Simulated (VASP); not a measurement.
# Rh (Pm-3m) in VASP: notebook

Runs on Rh. Level: RPBE. Tasks: single point.

Program: VASP 6.6.1. These are calculated values, not measurements. Logs are shortened: lines on timing, memory, paths and dates and some standing lists are left out, and cuts for length are marked.

### 1 The cell of the first run

The structure is cubic, space group Pm-3m (No. 221). The conventional cell has a = 2.522 Å, b = 2.522 Å, c = 2.522 Å, α = 90.00°, β = 90.00°, γ = 90.00°. Rh (site symmetry m-3m) has 6 Rh at 2.52 Å within 3.3 Å.

### 2 Single point, RPBE (volume scaled by 0.96)

INCAR reads:

```
SYSTEM = Rh
  PREC = Accurate
  ENCUT = 520
  EDIFF = 1E-7
  ISMEAR = -1
  SIGMA = 0.1
  LREAL = .FALSE.
  LASPH = .TRUE.
  NELM = 100
  ALGO = Normal
  ISIF = 2
  LWAVE = .FALSE.
  LCHARG = .FALSE.
  GGA = RP
  NBANDS = 14
```

KPOINTS reads:

```
regular mesh
0
G
  14 14 14
  0 0 0
```

POSCAR reads:

```
Rh
1.0
    2.5215169607      0.0000000000      0.0000000000
    0.0000000000      2.5215169607      0.0000000000
    0.0000000000      0.0000000000      2.5215169607
Rh
1
Direct
    0.0000000000      0.0000000000      0.0000000000
```

Potentials or basis: VASP PAW PBE potentials, release 64 (Rh_pv).

On the command line:

```console
cat potpaw_PBE.64/Rh_pv/POTCAR > POTCAR
mpirun -np 1 vasp_std > vasp.out
```

OUTCAR:

```text
SYSTEM = Rh
   PREC = Accurate
   ENCUT = 520
   EDIFF = 1E-7
   ISMEAR = -1
   LREAL = .FALSE.
   LASPH = .TRUE.
   NELM = 100
   ISIF = 2
   GGA = RP

 ion  position               nearest neighbor table
   1  0.000  0.000  0.000-

  LATTYP: Found a simple cubic cell.
 ALAT       =     2.5215169607

  Lattice vectors:

 A1 = (   2.5215169607,   0.0000000000,   0.0000000000)
 A2 = (   0.0000000000,   2.5215169607,   0.0000000000)
 A3 = (   0.0000000000,   0.0000000000,   2.5215169607)

Analysis of symmetry for initial positions (statically):
=====================================================================
 Subroutine PRICEL returns:
 Original cell was already a primitive cell.

 Routine SETGRP: Setting up the symmetry group for a
 simple cubic supercell.

 Subroutine GETGRP returns: Found 48 space group operations
 (whereof 48 operations were pure point group operations)
 out of a pool of 48 trial point group operations.

The static configuration has the point symmetry O_h .

Analysis of symmetry for dynamics (positions and initial velocities):
=====================================================================
 Subroutine PRICEL returns:
 Original cell was already a primitive cell.

 Routine SETGRP: Setting up the symmetry group for a
 simple cubic supercell.

 Subroutine GETGRP returns: Found 48 space group operations
 (whereof 48 operations were pure point group operations)
 out of a pool of 48 trial point group operations.

The dynamic configuration has the point symmetry O_h .

 Subroutine INISYM returns: Found 48 space group operations
 (whereof 48 operations are pure point group operations),
 and found     1 'primitive' translations

----------------------------------------------------------------------------------------

                                     Primitive cell

  volume of cell :      16.0319

  direct lattice vectors                    reciprocal lattice vectors
     2.521516961  0.000000000  0.000000000     0.396586664  0.000000000  0.000000000
     0.000000000  2.521516961  0.000000000     0.000000000  0.396586664  0.000000000
     0.000000000  0.000000000  2.521516961     0.000000000  0.000000000  0.396586664

  length of vectors
     2.521516961  2.521516961  2.521516961     0.396586664  0.396586664  0.396586664

  position of ions in fractional coordinates (direct lattice)
     0.000000000  0.000000000  0.000000000

  ion indices of the primitive-cell ions
   primitive index   ion index
                 1           1

----------------------------------------------------------------------------------------

 KPOINTS: regular mesh

Automatic generation of k-mesh.
 Grid dimensions read from file:
 generate k-points for:   14   14   14

 Generating k-lattice:

  Cartesian coordinates                     Fractional coordinates (reciprocal lattice)
     0.028327619  0.000000000  0.000000000     0.071428571  0.000000000  0.000000000
     0.000000000  0.028327619  0.000000000     0.000000000  0.071428571  0.000000000
     0.000000000  0.000000000  0.028327619     0.000000000  0.000000000  0.071428571

  Length of vectors
     0.028327619  0.028327619  0.028327619

  Shift w.r.t. Gamma in fractional coordinates (k-lattice)
     0.000000000  0.000000000  0.000000000

 Subroutine IBZKPT returns following result:
 ===========================================

 Found    120 irreducible k-points:

 Following reciprocal coordinates:
            Coordinates               Weight
  0.000000  0.000000  0.000000      1.000000
  0.071429  0.000000  0.000000      6.000000
  0.142857  0.000000  0.000000      6.000000
  0.214286  0.000000  0.000000      6.000000
  0.285714  0.000000  0.000000      6.000000
  0.357143  0.000000  0.000000      6.000000
[... 16 lines left out ...]
  0.285714  0.214286  0.000000     24.000000
  0.357143  0.214286  0.000000     24.000000
 [... further k-points ...]
   k-points           NKPTS =    120   k-points in BZ     NKDIM =    120   number of bands    NBANDS=     14
   number of dos      NEDOS =    301   number of ions     NIONS =      1
   total plane-waves  NPLWV =   8000
   dimension x,y,z NGX =    20 NGY =   20 NGZ =   20
   dimension x,y,z NGXF=    40 NGYF=   40 NGZF=   40
   ions per type =               1
   NGX,Y,Z   is equivalent  to a cutoff of  13.19, 13.19, 13.19 a.u.
   NGXF,Y,Z  is equivalent  to a cutoff of  26.37, 26.37, 26.37 a.u.
 SYSTEM =  Rh
   PREC   = accura    normal or accurate (medium, high low for compatibility)
   ISTART =      0    job   : 0-new  1-cont  2-samecut
   ICHARG =      2    charge: 1-file 2-atom 10-const
   ISPIN  =      1    spin polarized calculation?
   LNONCOLLINEAR =      F non collinear calculations
   LSORBIT =      F    spin-orbit coupling
   LASPH  =      T    aspherical Exc in radial PAW
   ENCUT  =  520.0 eV  38.22 Ry    6.18 a.u.   4.69  4.69  4.69*2*pi/ulx,y,z
   NELM   =    100;   NELMIN=  2; NELMDL= -5     # of ELM steps
   EDIFF  = 0.1E-06   stopping-criterion for ELM
   LREAL  =      F    real-space projection
   EDIFFG = 0.1E-05   stopping-criterion for IOM
   NSW    =      0    number of steps for IOM
   IBRION =     -1    ionic relax: 0-MD 1-quasi-New 2-CG
   NFREE  =      0    steps in history (QN), initial steepest desc. (CG)
   ISIF   =      2    stress and relaxation
   ISYM   =      2    0-nonsym 1-usesym 2-fastsym
   POTIM  = 0.5000    time-step for ionic-motion
   TEBEG  =    0.0;   TEEND  =   0.0 temperature during run
   PSTRESS=    0.0 pullay stress
   NELECT =      15.0000    total number of electrons
   NUPDOWN=      -1.0000    fix difference up-down
   EMIN   =  10.00;   EMAX   =-10.00  energy-range for DOS
   EFERMI =   0.00;   METHOD = LEGACY
   ISMEAR =    -1;   SIGMA  =   0.10  broadening in eV -4-tet -1-fermi 0-gaus
   EFERMI_NEDOS =   21; number of points for ismear=-14 and -15
   IALGO  =     38    algorithm
   IMIX   =      4    mixing-type and parameters
     AMIX     =   0.40;   BMIX     =  1.00
     AMIX_MAG =   1.60;   BMIX_MAG =  1.00
  volume/ion in A,a.u.               =      16.03       108.19
  Fermi-wavevector in a.u.,A,eV,Ry     =   1.601192  3.025814 34.882823  2.563815
  Thomas-Fermi vector in A             =   2.698209
   LORBIT       =      0    0 simple, 1 ext, 2 COOP (PROOUT), +10 PAW based schemes
   GGA     = RP    functional components
   LHFCALC =     F    Hartree Fock is set to
   AEXX    =    0.0000 exact exchange contribution
   IVDW    =     0    specifies the selected vdW correction
   LEPSILON=     F    determine dielectric tensor
   LRPA    =     F    only Hartree local field effects (RPA)
 non-spin polarized calculation
  energy-cutoff  :      520.00
  volume of cell :       16.03
 maximum number of plane-waves:       449
 NGX is ok and might be reduce to    20
   NGX =  9   NGY =  9   NGZ =  9

 number of electron      14.9999995 magnetization

 Free energy of the ion-electron system (eV)
  ---------------------------------------------------
  ext. energy  EPLUGINS =         0.00000000
  ---------------------------------------------------
  free energy    TOTEN  =        -5.87939143 eV

  energy without entropy =       -5.82531272  energy(sigma->0) =       -5.85235207

 E-fermi :   9.5576     XC(G=0): -12.7948

 val. band max:        9.5486741205   @ k =   0.3571   0.1429   0.1429
 cond. band min:       9.5680667313   @ k =   0.5000   0.2143   0.0714
 fundamental gap:      0.0193926108
 Fermi energy:         9.5576122143

 k-point     1 :       0.0000    0.0000    0.0000
  band No.  band energies     occupation
      1     -36.4738      2.00000
      2     -36.4738      2.00000
      3     -36.4738      2.00000
      4       2.7551      2.00000
      5       4.3717      2.00000
      6       4.3717      2.00000
      7      10.3152      0.00102
      8      10.3152      0.00102
      9      10.3152      0.00102
     10      26.5263      0.00000
     11      26.5263      0.00000
     12      26.5263      0.00000
     13      30.8084      0.00000
     14      33.8196      0.00000

 k-point     2 :       0.0714    0.0000    0.0000
  band No.  band energies     occupation
      1     -36.5117      2.00000
      2     -36.4707      2.00000
      3     -36.4707      2.00000
      4       2.9028      2.00000
      5       4.4010      2.00000
      6       4.5092      2.00000
      7      10.1876      0.00367
      8      10.1876      0.00367
      9      10.3252      0.00093
     10      25.5145      0.00000
     11      26.7874      0.00000
     12      26.7874      0.00000
     13      30.8086      0.00000
     14      33.1484      0.00000

 k-point     3 :       0.1429    0.0000    0.0000
  band No.  band energies     occupation
      1     -36.6168      2.00000
      2     -36.4619      2.00000
      3     -36.4619      2.00000
      4       3.2933      2.00000
      5       4.4842      2.00000
      6       4.9468      2.00000
      7       9.8457      0.10623
      8       9.8457      0.10623
      9      10.3532      0.00070
     10      23.4839      0.00000
     11      27.5219      0.00000
     12      27.5219      0.00000
     13      30.8095      0.00000
     14      31.7494      0.00000
[... 324 lines left out ...]
 k-point    23 :       0.2857    0.2143    0.0000
  band No.  band energies     occupation
      1     -36.8996      2.00000
      2     -36.7207      2.00000
      3     -36.4107      2.00000
      4       4.8663      2.00000
      5       5.7645      2.00000
      6       6.8566      2.00000
      7       8.9563      1.99512
      8       9.0380      1.98899
      9       9.5893      0.84289
     10      20.4578      0.00000
     11      23.9712      0.00000
     12      29.8597      0.00000
     13      30.8125      0.00000
     14      32.0167      0.00000

 k-point    24 :       0.3571    0.2143    0.0000
  band No.  band energies     occupation
      1     -37.0428      2.00000
      2     -36.7058      2.00000
      3     -36.3980      2.00000
      4       5.1171      2.00000
      5       5.7828      2.00000
      6       7.0722      2.00000
      7       8.6648      1.99973
      8       9.6424      0.59960
      9      10.0453      0.01513
     10      18.4908      0.00000
     11      24.9613      0.00000
     12      29.1766      0.00000
     13      30.8121      0.00000
     14      32.8936      0.00000

 [... further k-points ...]
[... 5 lines left out ...]
  --------------------------------------------------------------------------------------
  -------------------------------------------------------------------------------------
  Total        0.7492174      0.7492174      0.7492174      0.0000000     -0.0000000      0.0000000
  in kB       74.8743010     74.8743010     74.8743010      0.0000000     -0.0000000      0.0000000
  external PRESSURE =      74.8743010 kB  Pullay stress =       0.0000000 kB

 VOLUME and BASIS-vectors are now :
 -----------------------------------------------------------------------------
  energy-cutoff  :      520.00
  volume of cell :       16.03
      direct lattice vectors                 reciprocal lattice vectors
     2.521516961  0.000000000  0.000000000     0.396586664  0.000000000  0.000000000
     0.000000000  2.521516961  0.000000000     0.000000000  0.396586664  0.000000000
     0.000000000  0.000000000  2.521516961     0.000000000  0.000000000  0.396586664

 POSITION                                       TOTAL-FORCE (eV/Angst)
 -----------------------------------------------------------------------------------
      0.00000      0.00000      0.00000         0.000000      0.000000      0.000000
 -----------------------------------------------------------------------------------
    total drift:                               -0.000000      0.000000     -0.000000

  FREE ENERGIE OF THE ION-ELECTRON SYSTEM (eV)
  ---------------------------------------------------
  free  energy   TOTEN  =        -5.8793914260 eV

  energy  without entropy=       -5.8253127187  energy(sigma->0) =       -5.85235207
```

Wall time 11 s (1 thread of AMD EPYC 9R45 (Zen 5), shared host); peak memory 0.11 GiB.

Results:

| Quantity | Value |
| --- | --- |
| Free energy | -5.8794 eV |
| Pressure | 7.5 GPa |

Levels at points of the mesh, in eV from the Fermi level:
```csv
k point,band 5,band 6,band 7,band 8,band 9,band 10
"(0.00, 0.00, 0.00)",-5.19,-5.19,0.76,0.76,0.76,16.97
"(0.50, 0.00, 0.00)",-4.36,-1.38,-1.38,-0.02,0.96,6.30
"(0.50, 0.50, 0.00)",-3.69,-0.97,-0.97,2.34,5.71,5.71
"(0.50, 0.50, 0.50)",-4.52,-4.52,2.48,2.48,10.15,12.26
```

Caveat: the cell differs from its parent crystal (volume scaled by 0.96); the PAW data sets were made with another functional, which shifts forces and pressure a little.

### 3 Single point, RPBE

This run uses another cell than the first one, of 16.70 Å³/atom, 1.042 times its volume.

INCAR is that of step 2.

KPOINTS reads:

```
Automatic mesh
0
G
  14 14 14
  0 0 0
```

POSCAR reads:

```
Rh
1.0
    2.5560625817      0.0000000000      0.0000000000
    0.0000000000      2.5560625817      0.0000000000
    0.0000000000      0.0000000000      2.5560625817
Rh
1
Direct
    0.0000000000      0.0000000000      0.0000000000
```

Potentials or basis: VASP PAW PBE potentials, release 64 (Rh_pv).

On the command line:

```console
cat potpaw_PBE.64/Rh_pv/POTCAR > POTCAR
mpirun -np 1 vasp_std > vasp.out
```

Run time: 10 s. Hardware: 1 thread of AMD EPYC 9R45 (Zen 5), shared host; peak memory 0.11 GiB.

The run converged. Its results:

| Item | Value |
| --- | --- |
| Free energy | -5.8946 eV |
| Pressure | 0.0 GPa |

Levels at points of the mesh, in eV from the Fermi level:
```tsv
k point	band 3	band 4	band 5	band 6	band 7	band 8	band 9	band 10	band 11	band 12
(0.00, 0.00, 0.00)	-45.97	-6.54	-4.89	-4.89	0.70	0.70	0.70	16.67	16.67	16.67
(0.50, 0.00, 0.00)	-45.92	-4.29	-4.16	-1.30	-1.30	0.08	0.89	5.99	17.49	21.07
(0.50, 0.50, 0.00)	-45.86	-5.32	-3.50	-0.91	-0.91	2.19	5.61	5.61	13.00	13.19
(0.50, 0.50, 0.50)	-46.46	-4.24	-4.24	-4.24	2.31	2.31	10.24	11.87	11.87	11.87
```

Caveat: the PAW data sets were made with another functional, which shifts forces and pressure a little.

### 4 Single point, RPBE (volume scaled by 1.04)

INCAR reads:

```
  ALGO = Normal
  EDIFF = 1E-6
  ENCUT = 520
  GGA = RP
  ISIF = 2
  ISMEAR = -1
  LASPH = True
  LCHARG = False
  LREAL = False
  LWAVE = False
  NBANDS = 14
  NELM = 80
  PREC = Accurate
  SIGMA = 0.1
```

KPOINTS reads:

```
k-points
0
Gamma
  14 14 14
```

POSCAR reads:

```
Rh
1.0
    2.5896988414      0.0000000000      0.0000000000
    0.0000000000      2.5896988414      0.0000000000
    0.0000000000      0.0000000000      2.5896988414
Rh
1
Direct
    0.0000000000      0.0000000000      0.0000000000
```

On the command line:

```console
cat potpaw_PBE.64/Rh_pv/POTCAR > POTCAR
mpirun -np 1 vasp_std > vasp.out
```

Run time: 9.5 s. Hardware: 1 thread of AMD EPYC 9R45 (Zen 5), shared host; peak memory 0.11 GiB.

It converged, with:

```yaml
Free_energy: -5.8820 eV
Pressure: -5.9 GPa
```

Levels at points of the mesh, in eV from the Fermi level:
| k point | band 4 | band 5 | band 6 | band 7 | band 8 | band 9 | band 10 | band 11 |
| --- | --- | --- | --- | --- | --- | --- | --- | --- |
| (0.00, 0.00, 0.00) | -6.28 | -4.62 | -4.62 | 0.65 | 0.65 | 0.65 | 16.38 | 16.38 |
| (0.50, 0.00, 0.00) | -4.06 | -3.97 | -1.22 | -1.22 | 0.18 | 0.83 | 5.71 | 17.41 |
| (0.50, 0.50, 0.00) | -5.00 | -3.32 | -0.86 | -0.86 | 2.05 | 5.52 | 5.52 | 12.62 |
| (0.50, 0.50, 0.50) | -3.98 | -3.98 | -3.98 | 2.17 | 2.17 | 10.30 | 11.52 | 11.52 |

Caveat: the cell differs from its parent crystal (volume scaled by 1.04); the PAW data sets were made with another functional, which shifts forces and pressure a little.

### 5 The runs side by side

| cell | gap on the mesh (eV) | pressure (GPa) |
| --- | --- | --- |
| a = 2.522 Å, 1 atom | none | 7.5 |
| a = 2.556 Å, 1 atom | none | 0.0 |
| a = 2.590 Å, 1 atom | none | -5.9 |

Alike in all rows: task single point; level RPBE; potentials or basis VASP PAW PBE potentials, release 64 (Rh_pv); no spin polarisation; k mesh 14 × 14 × 14; cutoff (eV) 520; smearing fermi-dirac 0.1 eV.

Caveats: the PAW data sets were made with another functional, which shifts forces and pressure a little.

Absolute energies hang on the potentials; compare differences alone.
